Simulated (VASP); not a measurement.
## ZrC: single point with PBE0

ZrC:

```
CELL_PARAMETERS angstrom
0.00000 2.36500 2.36500
2.36500 0.00000 2.36500
2.36500 2.36500 0.00000
ATOMIC_POSITIONS crystal
Zr 0.50000 0.50000 0.50000
C 0.00000 0.00000 0.00000
```

```json
{
 "Program": "VASP 6.6.1",
 "Task": "single point",
 "Functional": "PBE0",
 "Potentials or basis": "VASP PAW PBE potentials, release 64 (Zr_sv, C)",
 "Cutoff": "520 eV",
 "k mesh": "9 × 9 × 9",
 "Occupations": "methfessel-paxton, width 0.05 eV",
 "Spin": "no spin polarisation",
 "Dipole correction": "no",
 "Grid for exact exchange (PRECFOCK)": "Normal",
 "Further INCAR settings": "ALGO = Normal; EDIFF = 1e-06; NBANDS = 15",
 "Share of exact exchange": "0.25"
}
```

- Pressure: -5.3 GPa
- Band gap on the k mesh: zero (bands 8 and 9 overlap by 1.85 eV)

Levels at points of the mesh, in eV from the Fermi level:
| k point | band 6 | band 7 | band 8 | band 9 | band 10 | band 11 |
| --- | --- | --- | --- | --- | --- | --- |
| (0.00, 0.00, 0.00) | 1.11 | 1.11 | 1.11 | 1.94 | 1.94 | 1.94 |

It took 53 min on 4 MPI ranks on Intel(R) Xeon(R) Platinum 8259CL CPU @ 2.50GHz (Skylake/Cascade Lake) (shared host), peak memory 0.19 GiB a rank.

Caveat: the cell stands under tension; the PAW data sets were made with another functional, which shifts forces and pressure a little.
